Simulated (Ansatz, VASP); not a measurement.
**As in VASP and in Ansatz**

The input INCAR:

```
  PREC = Accurate
  ENCUT = 520
  EDIFF = 1E-6
  ISMEAR = 0
  SIGMA = 0.15
  LREAL = F
  LASPH = T
  NELM = 100
  ALGO = Normal
  ISIF = 2
  LWAVE = F
  LCHARG = T
  GGA = PS
  LELF = T
  LVHAR = T
  NBANDS = 12
```

The input KPOINTS:

```
regular mesh
0
Gamma
  18 18 18
```

File POSCAR:

```
As
1.0
    1.9843898314      1.1456880033      3.1278410736
   -1.9843898314      1.1456880033      3.1278410736
    0.0000000000     -2.2913760067      3.1278410736
As
2
Direct
    0.2275400000      0.2275400000      0.2275400000
    0.7724600000      0.7724600000      0.7724600000
```

Input for Ansatz:

```yaml
crystal:
  lattice:
    - [1.9843898314, 1.1456880033, 3.1278410736]
    - [-1.9843898314, 1.1456880033, 3.1278410736]
    - [0.0, -2.2913760067, 3.1278410736]
  atoms:
    - { symbol: As, position: [0.22754, 0.22754, 0.22754] }
    - { symbol: As, position: [0.77246, 0.77246, 0.77246] }
basis:
  ecutwfc: 420
kpoints:
  mp_grid: { grid: [18, 18, 18] }
hamiltonian:
  xc: pbesol
scf:
  occupations: { method: gaussian, width: 0.15 }
output:
  forces: true
  stress: true
  eigenvalues: true
```

Alike in both runs: task single point; functional PBEsol; k mesh 18 × 18 × 18; occupations gaussian, width 0.15 eV; no spin polarisation.

|  | VASP | Ansatz |
| --- | --- | --- |
| version | VASP 6.6.1 | Ansatz 0.2.0 |
| potentials or method | VASP PAW PBE potentials, release 64 (As), cutoff 520 eV | scalar-relativistic, plane waves, PAW |
| valence electrons in the cell | 10 | 30 |

Ansatz gave:

```
gap on the k mesh at the Fermi level (eV)                     : none
pressure (GPa)                                                : -2.5
traceless stress, the component that is largest in VASP (GPa) : 5.76
rms of the force components (eV/Å)                            : 0.230
```

Task: Which values does VASP return?

Result: gap on the k mesh at the Fermi level (eV): none; pressure (GPa): -2.2; traceless stress, the component that is largest in VASP (GPa): 5.63; rms of the force components (eV/Å): 0.252.

VASP's potentials were made for PBE, not for PBEsol. Atom by atom the forces differ by 0.022 eV/Å (rms over components). A gap of «none» marks a metal or a gap that the smearing closes. VASP's potentials hold 10 valence electrons a cell and Ansatz's 30, so a difference there can come from the potentials and not from the codes.
